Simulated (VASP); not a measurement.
# Ni (Fm-3m) in VASP: single point with LDA

Aim: the single point of Ni with LDA.

Program: VASP 6.6.1. These are calculated values, not measurements. Logs are shortened: lines on timing, memory, paths and dates and some standing lists are left out, and cuts for length are marked.

## (1) The cell of the first run

Symmetry: Fm-3m, No. 225, cubic system. Conventional cell: a = 3.024 Å, b = 3.024 Å, c = 3.024 Å, α = 90.00°, β = 90.00°, γ = 90.00°. Ni (site symmetry m-3m) has 12 Ni at 2.14 Å within 2.8 Å.

## (2) Single point, LDA, collinear spin, ferromagnetic start

Input file INCAR:

```
PREC     = Accurate       # precision mode
ENCUT    = 590            # plane-wave cutoff, eV
EDIFF    = 1E-6           # SCF threshold, eV
ISMEAR   = -1             # smearing method
SIGMA    = 0.1            # smearing width, eV
LREAL    = F              # projectors in reciprocal space
LASPH    = T              # aspherical terms in the spheres
NELM     = 200            # most SCF steps
ALGO     = Normal         # electronic algorithm
ISIF     = 2              # what is computed and relaxed
LWAVE    = F              # write WAVECAR
LCHARG   = F              # write CHGCAR
ISPIN    = 2              # spin polarisation
MAGMOM   = 1              # initial moments
LORBIT   = 11             # projections on sites
LMAXMIX  = 4              # l up to which the mixer works
GGA      = CA             # functional
NBANDS   = 19             # bands
GGA_COMPAT= F
```

Input file KPOINTS:

```
Automatic mesh
0
Gamma
  22 22 22
```

Input file POSCAR:

```
Ni
1.0
    0.0000000000      1.5117632088      1.5117632088
    1.5117632088      0.0000000000      1.5117632088
    1.5117632088      1.5117632088      0.0000000000
Ni
1
Direct
    0.0000000000      0.0000000000      0.0000000000
```

Potentials or basis: VASP PAW LDA potentials, release 64 (Ni_sv_GW).

Started as:

```
cat potpaw_LDA.64/Ni_sv_GW/POTCAR > POTCAR
mpirun -np 1 vasp_std > vasp.out
```

OUTCAR:

```text
PREC = Accurate
   ENCUT = 590
   EDIFF = 1E-6
   ISMEAR = -1
   LREAL = F
   LASPH = T
   NELM = 200
   ISIF = 2
   ISPIN = 2
   LORBIT = 11
   GGA = CA

 ion  position               nearest neighbor table
   1  0.000  0.000  0.000-

  LATTYP: Found a face centered cubic cell.
 ALAT       =     3.0235264176

  Lattice vectors:

 A1 = (   0.0000000000,   1.5117632088,   1.5117632088)
 A2 = (   1.5117632088,   0.0000000000,   1.5117632088)
 A3 = (   1.5117632088,   1.5117632088,   0.0000000000)

Analysis of symmetry for initial positions (statically):
=====================================================================
 Subroutine PRICEL returns:
 Original cell was already a primitive cell.

 Routine SETGRP: Setting up the symmetry group for a
 face centered cubic supercell.

 Subroutine GETGRP returns: Found 48 space group operations
 (whereof 48 operations were pure point group operations)
 out of a pool of 48 trial point group operations.

The static configuration has the point symmetry O_h .

Analysis of symmetry for dynamics (positions and initial velocities):
=====================================================================
 Subroutine PRICEL returns:
 Original cell was already a primitive cell.

 Routine SETGRP: Setting up the symmetry group for a
 face centered cubic supercell.

 Subroutine GETGRP returns: Found 48 space group operations
 (whereof 48 operations were pure point group operations)
 out of a pool of 48 trial point group operations.

The dynamic configuration has the point symmetry O_h .

Analysis of structural, dynamic, and magnetic symmetry:
=====================================================================
 Subroutine PRICEL returns:
 Original cell was already a primitive cell.

 Routine SETGRP: Setting up the symmetry group for a
 face centered cubic supercell.

 Subroutine GETGRP returns: Found 48 space group operations
 (whereof 48 operations were pure point group operations)
 out of a pool of 48 trial point group operations.

The overall configuration has the point symmetry O_h .

 Subroutine INISYM returns: Found 48 space group operations
 (whereof 48 operations are pure point group operations),
 and found     1 'primitive' translations

----------------------------------------------------------------------------------------

[... 95 lines left out ...]
   NFREE  =      0    steps in history (QN), initial steepest desc. (CG)
   ISIF   =      2    stress and relaxation
   ISYM   =      2    0-nonsym 1-usesym 2-fastsym
   POTIM  = 0.5000    time-step for ionic-motion
   TEBEG  =    0.0;   TEEND  =   0.0 temperature during run
   PSTRESS=    0.0 pullay stress
   NELECT =      18.0000    total number of electrons
   NUPDOWN=      -1.0000    fix difference up-down
   EMIN   =  10.00;   EMAX   =-10.00  energy-range for DOS
   EFERMI =   0.00;   METHOD = LEGACY
   ISMEAR =    -1;   SIGMA  =   0.10  broadening in eV -4-tet -1-fermi 0-gaus
   EFERMI_NEDOS =   21; number of points for ismear=-14 and -15
   IALGO  =     38    algorithm
   IMIX   =      4    mixing-type and parameters
     AMIX     =   0.40;   BMIX     =  1.00
     AMIX_MAG =   1.60;   BMIX_MAG =  1.00
  volume/ion in A,a.u.               =       6.91        46.63
  Fermi-wavevector in a.u.,A,eV,Ry     =   2.252537  4.256677 69.034901  5.073922
  Thomas-Fermi vector in A             =   3.200294
   LORBIT       =     11    0 simple, 1 ext, 2 COOP (PROOUT), +10 PAW based schemes
   GGA     = CA    functional components
   LHFCALC =     F    Hartree Fock is set to
   AEXX    =    0.0000 exact exchange contribution
   IVDW    =     0    specifies the selected vdW correction
   LEPSILON=     F    determine dielectric tensor
   LRPA    =     F    only Hartree local field effects (RPA)
 spin polarized calculation
  energy-cutoff  :      590.00
  volume of cell :        6.91
 maximum number of plane-waves:       244
 NGX is ok and might be reduce to    18
   NGX =  9   NGY =  9   NGZ =  9

 number of electron      17.9999984 magnetization       0.3013532

 Free energy of the ion-electron system (eV)
  ---------------------------------------------------
  ext. energy  EPLUGINS =         0.00000000
  ---------------------------------------------------
  free energy    TOTEN  =        -5.85695764 eV

  energy without entropy =       -5.80605712  energy(sigma->0) =       -5.83150738

 E-fermi :  14.6172     XC(G=0): -17.5782

 val. band max:       14.6131913500   @ k =  -0.2727   0.0909   0.0000
 cond. band min:      14.6180696942   @ k =  -0.4545   0.4091   0.0455
 fundamental gap:      0.0048783442
 Fermi energy:        14.6172060631

 spin component 1

 k-point     1 :       0.0000    0.0000    0.0000
  band No.  band energies     occupation
      1     -88.8670      1.00000
      2     -49.2354      1.00000
      3     -49.2354      1.00000
      4     -49.2354      1.00000
      5       2.0762      1.00000
      6      10.7353      1.00000
[... 517 lines left out ...]
     18      74.4534      0.00000
     19      75.6813      0.00000

 [... further k-points ...]

 spin component 2

 k-point     1 :       0.0000    0.0000    0.0000
  band No.  band energies     occupation
      1     -88.4985      1.00000
      2     -48.8738      1.00000
      3     -48.8738      1.00000
      4     -48.8738      1.00000
      5       2.1169      1.00000
      6      11.0472      1.00000
[... 517 lines left out ...]
     18      74.5452      0.00000
     19      75.7417      0.00000

 [... further k-points ...]
[... 5 lines left out ...]
  --------------------------------------------------------------------------------------
  -------------------------------------------------------------------------------------
  Total        9.8021782      9.8021782      9.8021782     -0.0000000     -0.0000000      0.0000000
  in kB     2272.7510292   2272.7510292   2272.7510292     -0.0000000     -0.0000000      0.0000000
  external PRESSURE =    2272.7510292 kB  Pullay stress =       0.0000000 kB

 VOLUME and BASIS-vectors are now :
 -----------------------------------------------------------------------------
  energy-cutoff  :      590.00
  volume of cell :        6.91
      direct lattice vectors                 reciprocal lattice vectors
     0.000000000  1.511763209  1.511763209    -0.330739627  0.330739627  0.330739627
     1.511763209  0.000000000  1.511763209     0.330739627 -0.330739627  0.330739627
     1.511763209  1.511763209  0.000000000     0.330739627  0.330739627 -0.330739627

 POSITION                                       TOTAL-FORCE (eV/Angst)
 -----------------------------------------------------------------------------------
      0.00000      0.00000      0.00000         0.000000     -0.000000      0.000000
 -----------------------------------------------------------------------------------
    total drift:                                0.000000     -0.000000      0.000000

  FREE ENERGIE OF THE ION-ELECTRON SYSTEM (eV)
  ---------------------------------------------------
  free  energy   TOTEN  =        -5.8569576442 eV

  energy  without entropy=       -5.8060571182  energy(sigma->0) =       -5.83150738

 total charge

# of ion       s       p       d       f       tot
--------------------------------------------------
    1        2.362   6.663   8.018   0.024  17.067

 magnetization (x)

# of ion       s       p       d       f       tot
--------------------------------------------------
    1       -0.001  -0.007   0.314  -0.000   0.306
```

OSZICAR:

```text
N       E                     dE             d eps       ncg     rms          rms(c)
DAV:   1     0.159760204910E+03    0.15976E+03   -0.82274E+03 36225   0.362E+03
DAV:   2    -0.268228954402E+01   -0.16244E+03   -0.15236E+03 38449   0.826E+02
DAV:   3    -0.746915633423E+01   -0.47869E+01   -0.47514E+01 38537   0.175E+02
DAV:   4    -0.750159450055E+01   -0.32438E-01   -0.32427E-01 38896   0.897E+00
DAV:   5    -0.750188823632E+01   -0.29374E-03   -0.29371E-03 35320   0.589E-01    0.134E+01
DAV:   6    -0.619342761830E+01    0.13085E+01   -0.36644E+00 28511   0.199E+02    0.447E+00
DAV:   7    -0.590688073699E+01    0.28655E+00   -0.80985E-01 28966   0.778E+01    0.296E+00
DAV:   8    -0.585670831341E+01    0.50172E-01   -0.33256E-02 41912   0.912E+00    0.223E-01
DAV:   9    -0.585683180473E+01   -0.12349E-03   -0.61594E-04 41169   0.165E+00    0.124E-01
DAV:  10    -0.585691502197E+01   -0.83217E-04   -0.48826E-05 35690   0.498E-01    0.513E-02
DAV:  11    -0.585694990962E+01   -0.34888E-04   -0.87107E-06 34355   0.141E-01    0.174E-02
DAV:  12    -0.585695608426E+01   -0.61746E-05   -0.16930E-07 17963   0.237E-02    0.993E-03
DAV:  13    -0.585695714505E+01   -0.10608E-05   -0.35493E-07 16781   0.641E-02    0.556E-03
DAV:  14    -0.585695764422E+01   -0.49917E-06   -0.31622E-07 15817   0.617E-02
   1 F= -.58569576E+01 E0= -.58315074E+01  d E =-.509005E-01  mag=     0.3011
```

stdout:

```text
POSCAR found type information on POSCAR Ni
 POSCAR found :  1 types and       1 ions
 scaLAPACK will be used
 LDA part: xc-table for (Slater(with rela. corr.)+CA(PZ))
 , standard interpolation
 POSCAR, INCAR and KPOINTS ok, starting setup
 FFT: planning ... GRIDC
 FFT: planning ... GRID_SOFT
 FFT: planning ... GRID
 WAVECAR not read
 entering main loop
```

Wall time 4.4 min (1 thread of AMD EPYC, shared host); peak memory 0.18 GiB.

Results:

* Free energy: -5.8570 eV
* Pressure: 227.3 GPa
* Net moment: 0.30 μB per cell
* Site moments: Ni +0.31 μB
* Valence electrons inside the program's atomic spheres: Ni 17.07

Levels at points of the mesh, in eV from the Fermi level:
Spin up:
```
           k point  band 5  band 6  band 7  band 8  band 9  band 10  band 11  band 12  band 13  band 14
(0.00, 0.00, 0.00)  -12.54   -3.88   -3.88   -3.88   -1.65    -1.65    26.91    34.62    34.62    34.62
(0.50, 0.00, 0.00)   -8.05   -3.99   -3.99   -1.01   -0.21    -0.21    10.04    25.31    33.26    33.26
(0.50, 0.50, 0.00)   -8.37   -7.43   -0.20    0.15    0.15     3.08    14.22    19.56    19.56    26.31
```
Spin down:
```csv
k point,band 7,band 8,band 9,band 10,band 11,band 12
"(0.00, 0.00, 0.00)",-3.57,-3.57,-1.36,-1.36,26.92,34.65
"(0.50, 0.00, 0.00)",-3.71,-0.97,0.14,0.14,10.27,25.32
"(0.50, 0.50, 0.00)",0.11,0.52,0.52,3.13,14.40,19.62
```

Caveat: the cell stands under pressure.
